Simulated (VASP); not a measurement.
## F: single point with LDA

F, a slab with vacuum:

```
F
1.0
     9.00000    0.00000    0.00000
     0.00000    9.20000    0.00000
     0.00000    0.00000   10.40000
F
2
Cartesian
  4.5000 4.6000 4.5080
  4.5000 4.6000 5.8920
```

```
Program             : VASP 6.6.1
Task                : single point
Functional          : LDA
Potentials or basis : VASP PAW LDA potentials, release 64 (F)
Cutoff              : 600 eV
k mesh              : 1 × 1 × 1
Occupations         : fermi-dirac, width 0.01 eV
Spin                : no spin polarisation
```

```json
{"Largest force": "0.580 eV/Å", "Band gap on the k mesh": "3.70 eV"}
```

Forces in eV/Å, atoms in the order of the input:
```
F    0.000  0.000 -0.580
F    0.000  0.000  0.580
```

Levels at points of the mesh, in eV from the valence-band top:
```
           k point  band 5  band 6  band 7  band 8  band 9  band 10
(0.00, 0.00, 0.00)   -3.72    0.00    0.00    3.70    9.11    10.52
```

Wall time 48 s on 1 thread of AMD EPYC 7R13, on a shared host, peak memory 0.54 GiB.
